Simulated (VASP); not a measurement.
# ScAl3 (P4/mmm) in VASP: notebook

The runs below take ScAl3 through single point, with PBEsol.

Everything below comes from runs of VASP 6.6.1. Logs are shortened: lines on timing, memory, paths and dates and some standing lists are left out, and cuts for length are marked.

## 1. The cell of the first run

It takes space group P4/mmm (No. 123, tetragonal). Conventional cell: a = 4.092 Å, b = 4.092 Å, c = 3.990 Å, α = 90.00°, β = 90.00°, γ = 90.00°. Within 3.8 Å of Sc (site symmetry 4/mmm) lie 12 Al at 2.86 to 2.89 Å. Al (site symmetry mmm) has 4 Sc at 2.86 Å and 8 Al at 2.86 to 2.89 Å within 3.8 Å. Within 3.8 Å of Al (site symmetry 4/mmm) lie 8 Al at 2.86 Å and 4 Sc at 2.89 Å.

## 2. Single point, PBEsol (uniaxial strain along a: -2.0 %)

Contents of INCAR:

```
PREC     = Accurate       # precision mode
ENCUT    = 520            # plane-wave cutoff, eV
EDIFF    = 1E-6           # SCF threshold, eV
ISMEAR   = 0              # smearing method
SIGMA    = 0.1            # smearing width, eV
LREAL    = F              # projectors in reciprocal space
LASPH    = T              # aspherical terms in the spheres
NELM     = 60             # most SCF steps
ALGO     = Fast           # electronic algorithm
ISIF     = 2              # what is computed and relaxed
LWAVE    = F              # write WAVECAR
LCHARG   = T              # write CHGCAR
GGA      = PS             # functional
LELF     = T              # ELF
LVHAR    = T            
NBANDS   = 18             # bands
```

Contents of KPOINTS:

```
regular mesh
0
Gamma
  14 14 14
```

Contents of POSCAR:

```
ScAl3
1.0
    3.9898726438      0.0000000000      0.0000000000
    0.0000000000      4.0916551093      0.0000000000
    0.0000000000      0.0000000000      4.0916551093
Sc Al
1 3
Direct
    0.0000000000      0.0000000000      0.0000000000
    0.5000000000      0.0000000000      0.5000000000
    0.0000000000      0.5000000000      0.5000000000
    0.5000000000      0.5000000000      0.0000000000
```

Potentials or basis: VASP PAW PBE potentials, release 64 (Sc_sv, Al).

Launch:

```bash
$ cat potpaw_PBE.64/Sc_sv/POTCAR potpaw_PBE.64/Al/POTCAR > POTCAR
$ mpirun -np 1 vasp_std > vasp.out
```

OUTCAR:

```text
PREC = Accurate
   ENCUT = 520
   EDIFF = 1E-6
   ISMEAR = 0
   LREAL = F
   LASPH = T
   NELM = 60
   ISIF = 2
   GGA = PS

 ion  position               nearest neighbor table
   1  0.000  0.000  0.000-   2 2.86   4 2.86   2 2.86   4 2.86   2 2.86   4 2.86   2 2.86   4 2.86
                             3 2.89   3 2.89   3 2.89   3 2.89
   2  0.500  0.000  0.500-   1 2.86   3 2.86   1 2.86   3 2.86   1 2.86   3 2.86   1 2.86   3 2.86
                             4 2.89   4 2.89   4 2.89   4 2.89
   3  0.000  0.500  0.500-   2 2.86   4 2.86   4 2.86   2 2.86   2 2.86   4 2.86   4 2.86   2 2.86
                             1 2.89   1 2.89   1 2.89   1 2.89
   4  0.500  0.500  0.000-   1 2.86   3 2.86   3 2.86   1 2.86   1 2.86   3 2.86   3 2.86   1 2.86
                             2 2.89   2 2.89   2 2.89   2 2.89

  LATTYP: Found a simple tetragonal cell.
 ALAT       =     4.0916551093
 C/A-ratio  =     0.9751243781

  Lattice vectors:

 A1 = (   0.0000000000,   4.0916551093,   0.0000000000)
 A2 = (   0.0000000000,   0.0000000000,   4.0916551093)
 A3 = (   3.9898726438,   0.0000000000,   0.0000000000)

Analysis of symmetry for initial positions (statically):
=====================================================================
 Subroutine PRICEL returns:
 Original cell was already a primitive cell.

 Routine SETGRP: Setting up the symmetry group for a
 simple tetragonal supercell.

 Subroutine GETGRP returns: Found 16 space group operations
 (whereof 16 operations were pure point group operations)
 out of a pool of 16 trial point group operations.

The static configuration has the point symmetry D_4h.

Analysis of symmetry for dynamics (positions and initial velocities):
=====================================================================
 Subroutine PRICEL returns:
 Original cell was already a primitive cell.

 Routine SETGRP: Setting up the symmetry group for a
 simple tetragonal supercell.

 Subroutine GETGRP returns: Found 16 space group operations
 (whereof 16 operations were pure point group operations)
 out of a pool of 16 trial point group operations.

The dynamic configuration has the point symmetry D_4h.

 Subroutine INISYM returns: Found 16 space group operations
 (whereof 16 operations are pure point group operations),
 and found     1 'primitive' translations

----------------------------------------------------------------------------------------

                                     Primitive cell

  volume of cell :      66.7970

  direct lattice vectors                    reciprocal lattice vectors
     3.989872644  0.000000000  0.000000000     0.250634566  0.000000000  0.000000000
     0.000000000  4.091655109  0.000000000     0.000000000  0.244399876  0.000000000
     0.000000000  0.000000000  4.091655109     0.000000000  0.000000000  0.244399876

  length of vectors
     3.989872644  4.091655109  4.091655109     0.250634566  0.244399876  0.244399876

  position of ions in fractional coordinates (direct lattice)
     0.000000000  0.000000000  0.000000000
     0.500000000  0.000000000  0.500000000
     0.000000000  0.500000000  0.500000000
     0.500000000  0.500000000  0.000000000

  ion indices of the primitive-cell ions
   primitive index   ion index
                 1           1
                 2           2
                 3           3
                 4           4

----------------------------------------------------------------------------------------

 KPOINTS: regular mesh

Automatic generation of k-mesh.
 Grid dimensions read from file:
 generate k-points for:   14   14   14

 Generating k-lattice:

  Cartesian coordinates                     Fractional coordinates (reciprocal lattice)
     0.017902469  0.000000000  0.000000000     0.071428571  0.000000000  0.000000000
     0.000000000  0.017457134  0.000000000     0.000000000  0.071428571  0.000000000
     0.000000000  0.000000000  0.017457134     0.000000000  0.000000000  0.071428571

  Length of vectors
     0.017902469  0.017457134  0.017457134

  Shift w.r.t. Gamma in fractional coordinates (k-lattice)
     0.000000000  0.000000000  0.000000000

 Subroutine IBZKPT returns following result:
 ===========================================

 Found    288 irreducible k-points:

 Following reciprocal coordinates:
            Coordinates               Weight
  0.000000  0.000000  0.000000      1.000000
  0.071429  0.000000  0.000000      2.000000
  0.142857  0.000000  0.000000      2.000000
  0.214286  0.000000  0.000000      2.000000
  0.285714  0.000000  0.000000      2.000000
  0.357143  0.000000  0.000000      2.000000
[... 16 lines left out ...]
  0.428571  0.142857  0.000000      8.000000
  0.500000  0.142857  0.000000      4.000000
 [... further k-points ...]
   k-points           NKPTS =    288   k-points in BZ     NKDIM =    288   number of bands    NBANDS=     18
   number of dos      NEDOS =    301   number of ions     NIONS =      4
   total plane-waves  NPLWV =  27000
   dimension x,y,z NGX =    30 NGY =   30 NGZ =   30
   dimension x,y,z NGXF=    60 NGYF=   60 NGZF=   60
   ions per type =               1   3
   NGX,Y,Z   is equivalent  to a cutoff of  12.50, 12.19, 12.19 a.u.
   NGXF,Y,Z  is equivalent  to a cutoff of  25.00, 24.38, 24.38 a.u.
 SYSTEM =  unknown system
   PREC   = accura    normal or accurate (medium, high low for compatibility)
   ISTART =      0    job   : 0-new  1-cont  2-samecut
   ICHARG =      2    charge: 1-file 2-atom 10-const
   ISPIN  =      1    spin polarized calculation?
   LNONCOLLINEAR =      F non collinear calculations
   LSORBIT =      F    spin-orbit coupling
   LASPH  =      T    aspherical Exc in radial PAW
   ENCUT  =  520.0 eV  38.22 Ry    6.18 a.u.   7.42  7.61  7.61*2*pi/ulx,y,z
   NELM   =     60;   NELMIN=  2; NELMDL= -5     # of ELM steps
   EDIFF  = 0.1E-05   stopping-criterion for ELM
   LREAL  =      F    real-space projection
   EDIFFG = 0.1E-04   stopping-criterion for IOM
   NSW    =      0    number of steps for IOM
   IBRION =     -1    ionic relax: 0-MD 1-quasi-New 2-CG
   NFREE  =      0    steps in history (QN), initial steepest desc. (CG)
   ISIF   =      2    stress and relaxation
   ISYM   =      2    0-nonsym 1-usesym 2-fastsym
   POTIM  = 0.5000    time-step for ionic-motion
   TEBEG  =    0.0;   TEEND  =   0.0 temperature during run
   PSTRESS=    0.0 pullay stress
   NELECT =      20.0000    total number of electrons
   NUPDOWN=      -1.0000    fix difference up-down
   EMIN   =  10.00;   EMAX   =-10.00  energy-range for DOS
   EFERMI =   0.00;   METHOD = LEGACY
   ISMEAR =     0;   SIGMA  =   0.10  broadening in eV -4-tet -1-fermi 0-gaus
   EFERMI_NEDOS =   21; number of points for ismear=-14 and -15
   IALGO  =     68    algorithm
   IMIX   =      4    mixing-type and parameters
     AMIX     =   0.40;   BMIX     =  1.00
     AMIX_MAG =   1.60;   BMIX_MAG =  1.00
  volume/ion in A,a.u.               =      16.70       112.69
  Fermi-wavevector in a.u.,A,eV,Ry     =   1.095214  2.069655 16.320114  1.199495
  Thomas-Fermi vector in A             =   2.231534
   LORBIT       =      0    0 simple, 1 ext, 2 COOP (PROOUT), +10 PAW based schemes
   GGA     = PS    functional components
   LHFCALC =     F    Hartree Fock is set to
   AEXX    =    0.0000 exact exchange contribution
   IVDW    =     0    specifies the selected vdW correction
   LEPSILON=     F    determine dielectric tensor
   LRPA    =     F    only Hartree local field effects (RPA)
 non-spin polarized calculation
 RMM-DIIS sequential band-by-band and
 Gauss-broadening in eV      SIGMA  =   0.10
  energy-cutoff  :      520.00
  volume of cell :       66.80
 maximum number of plane-waves:      1823
 NGX is ok and might be reduce to    30
   NGX = 15   NGY = 15   NGZ = 15

 number of electron      19.9999997 magnetization

 Free energy of the ion-electron system (eV)
  ---------------------------------------------------
  ext. energy  EPLUGINS =         0.00000000
  ---------------------------------------------------
  free energy    TOTEN  =       -20.75184589 eV

  energy without entropy =      -20.74530003  energy(sigma->0) =      -20.74857296

 E-fermi :   7.4157     XC(G=0): -10.5867

 val. band max:        7.4072792154   @ k =   0.2143   0.4286   0.0000
 cond. band min:       7.4176320741   @ k =   0.0714   0.5000   0.1429
 fundamental gap:      0.0103528588
 Fermi energy:         7.4156585856

 k-point     1 :       0.0000    0.0000    0.0000
  band No.  band energies     occupation
      1     -41.2663      2.00000
      2     -20.0798      2.00000
      3     -20.0798      2.00000
      4     -20.0614      2.00000
      5      -2.7346      2.00000
      6       4.6199      2.00000
[... 10 lines left out ...]
     17      12.7749      0.00000
     18      12.8772      0.00000

 k-point     2 :       0.0714    0.0000    0.0000
  band No.  band energies     occupation
      1     -41.2662      2.00000
      2     -20.0796      2.00000
      3     -20.0796      2.00000
      4     -20.0635      2.00000
      5      -2.6848      2.00000
      6       4.4500      2.00000
[... 10 lines left out ...]
     17      12.8463      0.00000
     18      12.8488      0.00000

 k-point     3 :       0.1429    0.0000    0.0000
  band No.  band energies     occupation
      1     -41.2659      2.00000
      2     -20.0791      2.00000
      3     -20.0791      2.00000
      4     -20.0695      2.00000
      5      -2.5363      2.00000
      6       3.6629      2.00000
[... 10 lines left out ...]
     17      12.9540      0.00000
     18      12.9545      0.00000

 k-point     4 :       0.2143    0.0000    0.0000
  band No.  band energies     occupation
      1     -41.2655      2.00000
      2     -20.0784      2.00000
      3     -20.0784      2.00000
      4     -20.0782      2.00000
      5      -2.2914      2.00000
      6       2.8051      2.00000
[... 375 lines left out ...]
      4     -20.0764      2.00000
      5      -1.3636      2.00000
      6       1.3237      2.00000
[... 10 lines left out ...]
     17      11.9481      0.00000
     18      13.3251      0.00000

 k-point    23 :       0.4286    0.1429    0.0000
  band No.  band energies     occupation
      1     -41.2642      2.00000
      2     -20.1015      2.00000
      3     -20.0825      2.00000
      4     -20.0760      2.00000
      5      -0.8988      2.00000
      6       0.6302      2.00000
[... 10 lines left out ...]
     17      11.8491      0.00000
     18      13.1679      0.00000

 k-point    24 :       0.5000    0.1429    0.0000
  band No.  band energies     occupation
      1     -41.2641      2.00000
      2     -20.1036      2.00000
      3     -20.0823      2.00000
      4     -20.0758      2.00000
      5      -0.5872      2.00000
      6       0.2418      2.00000
[... 10 lines left out ...]
     17      11.7755      0.00000
     18      13.1403      0.00000

 [... further k-points ...]

------------------------ aborting loop because EDIFF is reached ----------------------------------------

  FORCE on cell =-STRESS in cart. coord.  units (eV):
  Direction    XX          YY          ZZ          XY          YZ          ZX
  --------------------------------------------------------------------------------------
  -------------------------------------------------------------------------------------
  Total        1.5298272     -0.0577672     -0.0577672     -0.0000000      0.0000000      0.0000000
  in kB       36.6940707     -1.3855910     -1.3855910     -0.0000000      0.0000000      0.0000000
  external PRESSURE =      11.3076296 kB  Pullay stress =       0.0000000 kB

 VOLUME and BASIS-vectors are now :
 -----------------------------------------------------------------------------
  energy-cutoff  :      520.00
  volume of cell :       66.80
      direct lattice vectors                 reciprocal lattice vectors
     3.989872644  0.000000000  0.000000000     0.250634566  0.000000000  0.000000000
     0.000000000  4.091655109  0.000000000     0.000000000  0.244399876  0.000000000
     0.000000000  0.000000000  4.091655109     0.000000000  0.000000000  0.244399876

 POSITION                                       TOTAL-FORCE (eV/Angst)
 -----------------------------------------------------------------------------------
      0.00000      0.00000      0.00000         0.000000      0.000000      0.000000
      1.99494      0.00000      2.04583         0.000000      0.000000      0.000000
      0.00000      2.04583      2.04583         0.000000      0.000000      0.000000
      1.99494      2.04583      0.00000         0.000000      0.000000      0.000000
 -----------------------------------------------------------------------------------
    total drift:                                0.000000     -0.000000      0.000000

  FREE ENERGIE OF THE ION-ELECTRON SYSTEM (eV)
  ---------------------------------------------------
  free  energy   TOTEN  =       -20.7518458890 eV

  energy  without entropy=      -20.7453000289  energy(sigma->0) =      -20.74857296
```

Wall time 2.3 min (1 thread of Intel Xeon 6975P-C (Granite Rapids), shared host); peak memory 0.41 GiB.

Results:

```
Free energy            : -20.7518 eV
Pressure               : 1.1 GPa
Band gap on the k mesh : zero (bands 10 and 11 overlap by 3.85 eV)
```

Levels at points of the mesh, in eV from the Fermi level:
```
           k point  band 8  band 9  band 10  band 11  band 12  band 13
(0.00, 0.00, 0.00)   -1.94   -1.94    -1.58     1.21     1.24     1.33
(0.50, 0.00, 0.00)   -1.82   -1.60     0.90     0.95     0.95     1.31
(0.00, 0.50, 0.00)   -1.58   -1.52     0.92     0.92     1.24     1.48
(0.50, 0.50, 0.00)   -4.43   -0.66    -0.59     1.13     1.28     2.10
(0.00, 0.50, 0.50)   -4.43   -0.45    -0.45     1.37     1.58     2.02
(0.50, 0.50, 0.50)   -4.57   -3.02    -3.02    -2.90     0.95     2.57
```

Caveat: the cell differs from its parent crystal (uniaxial strain along a: -2.0 %); the PAW data sets were made with another functional, which shifts forces and pressure a little.

## 3. Single point, PBEsol (uniaxial strain along a: +2.0 %)

Contents of INCAR:

```
PREC = Accurate
ENCUT = 520
EDIFF = 1E-6
ISMEAR = 0
SIGMA = 0.1
LREAL = F
LASPH = T
NELM = 80
ALGO = Fast
ISIF = 2
LWAVE = F
LCHARG = F
GGA = PS
NBANDS = 18
```

Contents of KPOINTS:

```
Automatic mesh
0
Gamma
  14 14 14
```

Contents of POSCAR:

```
ScAl3
1.0
    4.1527245885      0.0000000000      0.0000000000
    0.0000000000      4.0509421231      0.0000000000
    0.0000000000      0.0000000000      4.0509421231
Sc Al
1 3
Direct
    0.0000000000      0.0000000000      0.0000000000
    0.5000000000      0.0000000000      0.5000000000
    0.0000000000      0.5000000000      0.5000000000
    0.5000000000      0.5000000000      0.0000000000
```

Potentials or basis: VASP PAW PBE potentials, release 64 (Sc_sv, Al).

Launch:

```bash
$ cat potpaw_PBE.64/Sc_sv/POTCAR potpaw_PBE.64/Al/POTCAR > POTCAR
$ mpirun -np 1 vasp_std > vasp.out
```

It took 2.2 min on 1 thread of Intel Xeon 6975P-C (Granite Rapids), shared host; peak memory 0.42 GiB.

It converged, with:

```
Free energy            : -20.7541 eV
Pressure               : -0.8 GPa
Band gap on the k mesh : zero (bands 10 and 11 overlap by 3.91 eV)
```

Stress tensor (GPa, compression positive):
```
-3.25  0.00  0.00
 0.00  0.49  0.00
 0.00  0.00  0.49
```

Levels at points of the mesh, in eV from the Fermi level:
| k point | band 8 | band 9 | band 10 | band 11 | band 12 | band 13 |
| --- | --- | --- | --- | --- | --- | --- |
| (0.00, 0.00, 0.00) | -2.04 | -1.70 | -1.70 | 1.21 | 1.26 | 1.26 |
| (0.50, 0.00, 0.00) | -1.66 | -1.45 | 0.99 | 1.09 | 1.09 | 1.36 |
| (0.00, 0.50, 0.00) | -1.62 | -1.53 | 0.75 | 0.81 | 1.12 | 1.42 |
| (0.50, 0.50, 0.00) | -4.38 | -0.53 | -0.46 | 1.28 | 1.46 | 1.99 |
| (0.00, 0.50, 0.50) | -4.38 | -0.66 | -0.66 | 1.06 | 1.16 | 2.13 |
| (0.50, 0.50, 0.50) | -4.49 | -3.03 | -2.92 | -2.92 | 0.91 | 2.54 |

Caveat: the cell differs from its parent crystal (uniaxial strain along a: +2.0 %); the PAW data sets were made with another functional, which shifts forces and pressure a little.

[end of part 1 of 2]
